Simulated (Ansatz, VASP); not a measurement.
# Two plane-wave programs on HfC

```
Hf C
1.0
     3.23543    0.00000    0.00000
    -1.61772    2.80197    0.00000
     0.00000    0.00000    2.91446
Hf C
1 1
Cartesian
  0.0000 1.8680 0.0000
  1.6177 0.9340 1.4572
```

Change from the starting cell: species swapped into the YTe type (P-6m2, No. 187).

Alike in both runs: functional PBE; k mesh 18 × 18 × 18; occupations gaussian, width 0.1 eV; no spin polarisation.

Ansatz relaxed the structure, and its values are those at the end. VASP's run is a single point on that final structure, the one shown.

```csv
,VASP,Ansatz
version,VASP 6.6.1,Ansatz 0.2.0
potentials or method,"VASP PAW PBE potentials, release 64 (Hf_pv, C), cutoff 520 eV","scalar-relativistic, plane waves, PAW"
valence electrons in the cell,14,30
```

Ansatz gave:

| Item | Value |
| --- | --- |
| gap on the k mesh at the Fermi level (eV) | none |
| pressure (GPa) | 0.0 |

Q: What did VASP give for the same quantities?

A: gap on the k mesh at the Fermi level (eV): none; pressure (GPa): -0.8.

A gap of «none» marks a metal or a gap that the smearing closes. VASP's potentials hold 14 valence electrons a cell and Ansatz's 30, so a difference there can come from the potentials and not from the codes.

Neither program's run includes spin-orbit coupling.
